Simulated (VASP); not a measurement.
Here is a VASP 6.6.1 calculation.

File INCAR:

```
SYSTEM = Si16Ge
ALGO = Normal
EDIFF = 1E-7
EDIFFG = -0.08
ENCUT = 520
GGA = PE
IBRION = 2
ISIF = 2
ISMEAR = -1
LASPH = .True.
LCHARG = .False.
LREAL = Auto
LWAVE = .False.
NELM = 80
NSW = 45
PREC = Accurate
SIGMA = 0.02
```

KPOINTS

```
k-points
0
Gamma
  2 2 2
  0 0 0
```

Contents of POSCAR:

```
Si16Ge
1.0
    0.0000000000      5.4300000000      5.4300000000
    5.4300000000      0.0000000000      5.4300000000
    5.4300000000      5.4300000000      0.0000000000
Si Ge
16 1
Direct
    0.0000000000      0.0000000000      0.0000000000
    0.1250000000      0.1250000000      0.1250000000
    0.0000000000      0.0000000000      0.5000000000
    0.1250000000      0.1250000000      0.6250000000
    0.0000000000      0.5000000000      0.0000000000
    0.1250000000      0.6250000000      0.1250000000
    0.0000000000      0.5000000000      0.5000000000
    0.1250000000      0.6250000000      0.6250000000
    0.5000000000      0.0000000000      0.0000000000
    0.6250000000      0.1250000000      0.1250000000
    0.5000000000      0.0000000000      0.5000000000
    0.6250000000      0.1250000000      0.6250000000
    0.5000000000      0.5000000000      0.0000000000
    0.6250000000      0.6250000000      0.1250000000
    0.5000000000      0.5000000000      0.5000000000
    0.6250000000      0.6250000000      0.6250000000
    0.2499171000      0.2504836000      0.2502450000
```

Potentials or basis: VASP PAW PBE potentials, release 64 (Si, Ge_d).

The run is started by

```bash
$ cat potpaw_PBE.64/Si/POTCAR potpaw_PBE.64/Ge_d/POTCAR > POTCAR
$ mpirun -np 1 vasp_std > vasp.out
```

Q: Predict the band gap on the k mesh.

A: Zero (bands 39 and 40 overlap by 0.31 eV).

Q: Estimate the energy gained by relaxing.

A: 19.2 meV/atom.

Forces on the atoms (eV/Å):
```
Si  -0.008 -0.002 -0.004
Si   0.023  0.022  0.023
Si   0.000  0.000 -0.041
Si  -0.014 -0.015  0.016
Si   0.000 -0.041  0.000
Si  -0.012  0.014 -0.013
Si   0.041  0.000  0.000
Si  -0.021  0.020  0.020
Si  -0.041  0.000  0.000
Si   0.019 -0.018 -0.017
Si   0.001  0.041  0.001
Si   0.020 -0.021  0.020
Si   0.000  0.000  0.041
Si   0.020  0.020 -0.021
Si   0.000  0.000  0.000
Si  -0.021 -0.020 -0.020
Ge  -0.008 -0.002 -0.004
```

Caveat: the k points lie up to 0.50 Å⁻¹ apart; the relaxation stopped at a loose force limit of 0.08 eV/Å, so its end isn't a converged minimum.
